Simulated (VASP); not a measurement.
Crystal: HfB2.

```
Hf B
1.0
     3.14000    0.00000    0.00000
    -1.57000    2.71932    0.00000
     0.00000    0.00000    3.48000
Hf B
1 2
Direct
  0.00000 0.00000 0.00000
  0.66667 0.33333 0.50000
  0.33333 0.66667 0.50000
```

- Program: VASP 6.6.1
- Task: relaxation of cell and atoms
- Functional: revPBE
- Dispersion: D3(BJ)
- Potentials or basis: VASP PAW PBE potentials, release 64 (Hf_pv, B)
- Cutoff: 600 eV
- k mesh: 10 × 10 × 8
- Occupations: fermi-dirac, width 0.05 eV
- Spin: no spin polarisation

At the start: pressure -7.3 GPa; volume 9.90 Å³/atom.

**Question.** How do energy, volume and symmetry change on relaxing?

**Answer.** Over 5 steps the energy falls by 6.5 meV/atom and the volume is 9.63 Å³/atom (-2.8 %); space group P6/mmm (No. 191, to 0.05 Å).

Step by step:
```csv
step,energy change (eV),largest force (eV/Å),pressure (GPa),volume (Å³)
1,0.0000,0.0000,-7.27,29.71
2,0.0146,0.0000,10.69,27.82
3,-0.0196,0.0000,-0.06,28.88
4,-0.0196,0.0000,0.09,28.87
5,-0.0196,0.0000,-0.11,28.89
```

Final structure:
```
Hf B
1.0
     3.10999    0.00000    0.00000
    -1.55500    2.69333    0.00000
     0.00000    0.00000    3.44847
Hf B
1 2
Direct
  0.00000 0.00000 0.00000
  0.66667 0.33333 0.50000
  0.33333 0.66667 0.50000
```

Caveat: the PAW data sets were made with another functional, which shifts forces and pressure a little; pairwise dispersion overbinds metals, which lowers pressure and volume.
